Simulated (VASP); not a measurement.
# KF (Pm-3m) in VASP: single point with PBEsol

Aim: the single point of KF with PBEsol.

Program: VASP 6.6.1. These are calculated values, not measurements. Logs are shortened: lines on timing, memory, paths and dates and some standing lists are left out, and cuts for length are marked.

## 1. The cell of the first run

The structure is cubic, space group Pm-3m (No. 221). Conventional cell: a = 3.259 Å, b = 3.259 Å, c = 3.259 Å, α = 90.00°, β = 90.00°, γ = 90.00°. K (site symmetry m-3m) has 8 F at 2.82 Å and 6 K at 3.26 Å within 3.7 Å. Within 3.7 Å of F (site symmetry m-3m) lie 8 K at 2.82 Å and 6 F at 3.26 Å.

## 2. Single point, PBEsol

Input file INCAR:

```
SYSTEM = KF
  ALGO = Normal
  EDIFF = 1E-6
  ENCUT = 600
  GGA = PS
  GGA_COMPAT = .FALSE.
  ISIF = 2
  ISMEAR = 0
  LASPH = .TRUE.
  LCHARG = .TRUE.
  LELF = .TRUE.
  LREAL = .FALSE.
  LVHAR = .TRUE.
  LWAVE = .FALSE.
  NBANDS = 15
  NELM = 120
  PREC = Accurate
  SIGMA = 0.1
```

Input file KPOINTS:

```
k-points
0
G
  6 6 6
  0 0 0
```

Input file POSCAR:

```
KF
1.0
    3.2589550000      0.0000000000      0.0000000000
    0.0000000000      3.2589550000      0.0000000000
    0.0000000000      0.0000000000      3.2589550000
K F
1 1
Direct
    0.0000000000      0.0000000000      0.0000000000
    0.5000000000      0.5000000000      0.5000000000
```

Potentials or basis: VASP PAW PBE potentials, release 64 (K_sv, F).

Launch:

```
cat potpaw_PBE.64/K_sv/POTCAR potpaw_PBE.64/F/POTCAR > POTCAR
mpirun -np 1 vasp_std > vasp.out
```

OUTCAR:

```text
SYSTEM = KF
   EDIFF = 1E-6
   ENCUT = 600
   GGA = PS
   ISIF = 2
   ISMEAR = 0
   LASPH = .TRUE.
   LREAL = .FALSE.
   NELM = 120
   PREC = Accurate

 ion  position               nearest neighbor table
   1  0.000  0.000  0.000-   2 2.82   2 2.82   2 2.82   2 2.82   2 2.82   2 2.82   2 2.82   2 2.82

   2  0.500  0.500  0.500-   1 2.82   1 2.82   1 2.82   1 2.82   1 2.82   1 2.82   1 2.82   1 2.82

  LATTYP: Found a simple cubic cell.
 ALAT       =     3.2589550000

  Lattice vectors:

 A1 = (   3.2589550000,   0.0000000000,   0.0000000000)
 A2 = (   0.0000000000,   3.2589550000,   0.0000000000)
 A3 = (   0.0000000000,   0.0000000000,   3.2589550000)

Analysis of symmetry for initial positions (statically):
=====================================================================
 Subroutine PRICEL returns:
 Original cell was already a primitive cell.

 Routine SETGRP: Setting up the symmetry group for a
 simple cubic supercell.

 Subroutine GETGRP returns: Found 48 space group operations
 (whereof 48 operations were pure point group operations)
 out of a pool of 48 trial point group operations.

The static configuration has the point symmetry O_h .

Analysis of symmetry for dynamics (positions and initial velocities):
=====================================================================
 Subroutine PRICEL returns:
 Original cell was already a primitive cell.

 Routine SETGRP: Setting up the symmetry group for a
 simple cubic supercell.

 Subroutine GETGRP returns: Found 48 space group operations
 (whereof 48 operations were pure point group operations)
 out of a pool of 48 trial point group operations.

The dynamic configuration has the point symmetry O_h .

 Subroutine INISYM returns: Found 48 space group operations
 (whereof 48 operations are pure point group operations),
 and found     1 'primitive' translations

----------------------------------------------------------------------------------------

                                     Primitive cell

  volume of cell :      34.6127

  direct lattice vectors                    reciprocal lattice vectors
     3.258955000  0.000000000  0.000000000     0.306846827  0.000000000  0.000000000
     0.000000000  3.258955000  0.000000000     0.000000000  0.306846827  0.000000000
     0.000000000  0.000000000  3.258955000     0.000000000  0.000000000  0.306846827

  length of vectors
     3.258955000  3.258955000  3.258955000     0.306846827  0.306846827  0.306846827

  position of ions in fractional coordinates (direct lattice)
     0.000000000  0.000000000  0.000000000
     0.500000000  0.500000000  0.500000000

  ion indices of the primitive-cell ions
   primitive index   ion index
                 1           1
                 2           2

----------------------------------------------------------------------------------------

 KPOINTS: k-points

Automatic generation of k-mesh.
 Grid dimensions read from file:
 generate k-points for:    6    6    6

 Generating k-lattice:

  Cartesian coordinates                     Fractional coordinates (reciprocal lattice)
     0.051141138  0.000000000  0.000000000     0.166666667  0.000000000  0.000000000
     0.000000000  0.051141138  0.000000000     0.000000000  0.166666667  0.000000000
     0.000000000  0.000000000  0.051141138     0.000000000  0.000000000  0.166666667

  Length of vectors
     0.051141138  0.051141138  0.051141138

  Shift w.r.t. Gamma in fractional coordinates (k-lattice)
     0.000000000  0.000000000  0.000000000

 Subroutine IBZKPT returns following result:
 ===========================================

 Found     20 irreducible k-points:

 Following reciprocal coordinates:
            Coordinates               Weight
  0.000000  0.000000  0.000000      1.000000
  0.166667  0.000000  0.000000      6.000000
  0.333333  0.000000  0.000000      6.000000
  0.500000  0.000000  0.000000      3.000000
  0.166667  0.166667  0.000000     12.000000
  0.333333  0.166667  0.000000     24.000000
[... 12 lines left out ...]
  0.500000  0.500000  0.333333      6.000000
  0.500000  0.500000  0.500000      1.000000
   k-points           NKPTS =     20   k-points in BZ     NKDIM =     20   number of bands    NBANDS=     15
   number of dos      NEDOS =    301   number of ions     NIONS =      2
   total plane-waves  NPLWV =  21952
   dimension x,y,z NGX =    28 NGY =   28 NGZ =   28
   dimension x,y,z NGXF=    56 NGYF=   56 NGZF=   56
   ions per type =               1   1
   NGX,Y,Z   is equivalent  to a cutoff of  14.28, 14.28, 14.28 a.u.
   NGXF,Y,Z  is equivalent  to a cutoff of  28.57, 28.57, 28.57 a.u.
 SYSTEM =  KF
   PREC   = accura    normal or accurate (medium, high low for compatibility)
   ISTART =      0    job   : 0-new  1-cont  2-samecut
   ICHARG =      2    charge: 1-file 2-atom 10-const
   ISPIN  =      1    spin polarized calculation?
   LNONCOLLINEAR =      F non collinear calculations
   LSORBIT =      F    spin-orbit coupling
   LASPH  =      T    aspherical Exc in radial PAW
   ENCUT  =  600.0 eV  44.10 Ry    6.64 a.u.   6.51  6.51  6.51*2*pi/ulx,y,z
   NELM   =    120;   NELMIN=  2; NELMDL= -5     # of ELM steps
   EDIFF  = 0.1E-05   stopping-criterion for ELM
   LREAL  =      F    real-space projection
   EDIFFG = 0.1E-04   stopping-criterion for IOM
   NSW    =      0    number of steps for IOM
   IBRION =     -1    ionic relax: 0-MD 1-quasi-New 2-CG
   NFREE  =      0    steps in history (QN), initial steepest desc. (CG)
   ISIF   =      2    stress and relaxation
   ISYM   =      2    0-nonsym 1-usesym 2-fastsym
   POTIM  = 0.5000    time-step for ionic-motion
   TEBEG  =    0.0;   TEEND  =   0.0 temperature during run
   PSTRESS=    0.0 pullay stress
   NELECT =      16.0000    total number of electrons
   NUPDOWN=      -1.0000    fix difference up-down
   EMIN   =  10.00;   EMAX   =-10.00  energy-range for DOS
   EFERMI =   0.00;   METHOD = LEGACY
   ISMEAR =     0;   SIGMA  =   0.10  broadening in eV -4-tet -1-fermi 0-gaus
   EFERMI_NEDOS =   21; number of points for ismear=-14 and -15
   IALGO  =     38    algorithm
   IMIX   =      4    mixing-type and parameters
     AMIX     =   0.40;   BMIX     =  1.00
     AMIX_MAG =   1.60;   BMIX_MAG =  1.00
  volume/ion in A,a.u.               =      17.31       116.79
  Fermi-wavevector in a.u.,A,eV,Ry     =   1.265814  2.392041 21.800402  1.602284
  Thomas-Fermi vector in A             =   2.399047
   LORBIT       =      0    0 simple, 1 ext, 2 COOP (PROOUT), +10 PAW based schemes
   GGA     = PS    functional components
   LHFCALC =     F    Hartree Fock is set to
   AEXX    =    0.0000 exact exchange contribution
   IVDW    =     0    specifies the selected vdW correction
   LEPSILON=     F    determine dielectric tensor
   LRPA    =     F    only Hartree local field effects (RPA)
 non-spin polarized calculation
 Gauss-broadening in eV      SIGMA  =   0.10
  energy-cutoff  :      600.00
  volume of cell :       34.61
 maximum number of plane-waves:      1189
 NGX is ok and might be reduce to    28
   NGX = 13   NGY = 13   NGZ = 13

 number of electron      16.0000012 magnetization

 Free energy of the ion-electron system (eV)
  ---------------------------------------------------
  ext. energy  EPLUGINS =         0.00000000
  ---------------------------------------------------
  free energy    TOTEN  =        -8.34099569 eV

  energy without entropy =       -8.34099569  energy(sigma->0) =       -8.34099569

 E-fermi :  -1.6911     XC(G=0):  -9.2552

 val. band max:       -2.1520534575   @ k =   0.5000   0.5000   0.0000
 cond. band min:       3.9447972175   @ k =   0.0000   0.0000   0.0000
 fundamental gap:      6.0968506750
 Fermi energy:        -1.6911443354

 k-point     1 :       0.0000    0.0000    0.0000
  band No.  band energies     occupation
      1     -28.9858      2.00000
      2     -20.9290      2.00000
      3     -12.0756      2.00000
      4     -12.0756      2.00000
      5     -12.0756      2.00000
      6      -2.2047      2.00000
      7      -2.2047      2.00000
      8      -2.2047      2.00000
      9       3.9448      0.00000
     10       6.0578      0.00000
     11       6.0578      0.00000
     12      11.6997      0.00000
     13      11.6997      0.00000
     14      11.6997      0.00000
     15      18.5831      0.00000

 k-point     2 :       0.1667    0.0000    0.0000
  band No.  band energies     occupation
      1     -28.9541      2.00000
      2     -20.9357      2.00000
      3     -12.2596      2.00000
      4     -12.0476      2.00000
      5     -12.0476      2.00000
      6      -2.5522      2.00000
      7      -2.2317      2.00000
      8      -2.2317      2.00000
      9       4.6601      0.00000
     10       6.2720      0.00000
     11       6.6641      0.00000
     12      11.2505      0.00000
     13      11.2505      0.00000
     14      11.7833      0.00000
     15      16.9317      0.00000

 k-point     3 :       0.3333    0.0000    0.0000
  band No.  band energies     occupation
      1     -28.8895      2.00000
      2     -20.9515      2.00000
      3     -12.6033      2.00000
      4     -11.9907      2.00000
      5     -11.9907      2.00000
      6      -3.1420      2.00000
      7      -2.2881      2.00000
      8      -2.2881      2.00000
      9       6.1786      0.00000
     10       6.7760      0.00000
     11       7.9489      0.00000
     12      10.5382      0.00000
     13      10.5382      0.00000
     14      11.9588      0.00000
     15      15.1456      0.00000
[... 271 lines left out ...]
 k-point    19 :       0.5000    0.5000    0.3333
  band No.  band energies     occupation
      1     -28.6764      2.00000
      2     -20.7789      2.00000
      3     -12.7143      2.00000
      4     -12.7143      2.00000
      5     -12.4758      2.00000
      6      -3.0961      2.00000
      7      -3.0961      2.00000
      8      -2.9705      2.00000
      9       7.7103      0.00000
     10       8.4644      0.00000
     11       8.4644      0.00000
     12      10.0657      0.00000
     13      12.7605      0.00000
     14      12.7605      0.00000
     15      13.3901      0.00000

 k-point    20 :       0.5000    0.5000    0.5000
  band No.  band energies     occupation
      1     -28.6514      2.00000
      2     -20.7588      2.00000
      3     -12.6618      2.00000
      4     -12.6618      2.00000
      5     -12.6618      2.00000
      6      -3.2065      2.00000
      7      -3.2065      2.00000
      8      -3.2065      2.00000
      9       8.2124      0.00000
     10       8.2124      0.00000
     11       8.2124      0.00000
     12      12.8780      0.00000
     13      12.8780      0.00000
     14      12.8780      0.00000
     15      13.4312      0.00000

------------------------ aborting loop because EDIFF is reached ----------------------------------------

  FORCE on cell =-STRESS in cart. coord.  units (eV):
  Direction    XX          YY          ZZ          XY          YZ          ZX
  --------------------------------------------------------------------------------------
  -------------------------------------------------------------------------------------
  Total       -0.5380075     -0.5380075     -0.5380075      0.0000000     -0.0000000      0.0000000
  in kB      -24.9036985    -24.9036985    -24.9036985      0.0000000     -0.0000000      0.0000000
  external PRESSURE =     -24.9036985 kB  Pullay stress =       0.0000000 kB

 VOLUME and BASIS-vectors are now :
 -----------------------------------------------------------------------------
  energy-cutoff  :      600.00
  volume of cell :       34.61
      direct lattice vectors                 reciprocal lattice vectors
     3.258955000  0.000000000  0.000000000     0.306846827  0.000000000  0.000000000
     0.000000000  3.258955000  0.000000000     0.000000000  0.306846827  0.000000000
     0.000000000  0.000000000  3.258955000     0.000000000  0.000000000  0.306846827

 POSITION                                       TOTAL-FORCE (eV/Angst)
 -----------------------------------------------------------------------------------
      0.00000      0.00000      0.00000         0.000000      0.000000      0.000000
      1.62948      1.62948      1.62948         0.000000      0.000000      0.000000
 -----------------------------------------------------------------------------------
    total drift:                                0.000000      0.000000      0.000000

  FREE ENERGIE OF THE ION-ELECTRON SYSTEM (eV)
  ---------------------------------------------------
  free  energy   TOTEN  =        -8.3409956866 eV

  energy  without entropy=       -8.3409956866  energy(sigma->0) =       -8.34099569
```

Wall time 25 s (1 thread of Intel Xeon 8259CL, shared host); peak memory 0.16 GiB.

What came out:

```
Free energy            : -8.3410 eV
Pressure               : -2.5 GPa
Band gap on the k mesh : 6.10 eV (least direct gap 6.15 eV)
```

Levels at points of the mesh, in eV from the valence-band top:
```
           k point  band 4  band 5  band 6  band 7  band 8  band 9  band 10  band 11  band 12  band 13
(0.00, 0.00, 0.00)   -9.92   -9.92   -0.05   -0.05   -0.05    6.10     8.21     8.21    13.85    13.85
(0.50, 0.00, 0.00)   -9.81   -9.81   -1.25   -0.17   -0.17    9.24     9.25    10.71    12.40    12.40
(0.50, 0.50, 0.00)  -10.71   -9.73   -0.62   -0.62    0.00    8.37     8.89    11.84    11.84    14.07
(0.50, 0.50, 0.50)  -10.51  -10.51   -1.05   -1.05   -1.05   10.36    10.36    10.36    15.03    15.03
```

Caveat: the PAW data sets were made with another functional, which shifts forces and pressure a little.
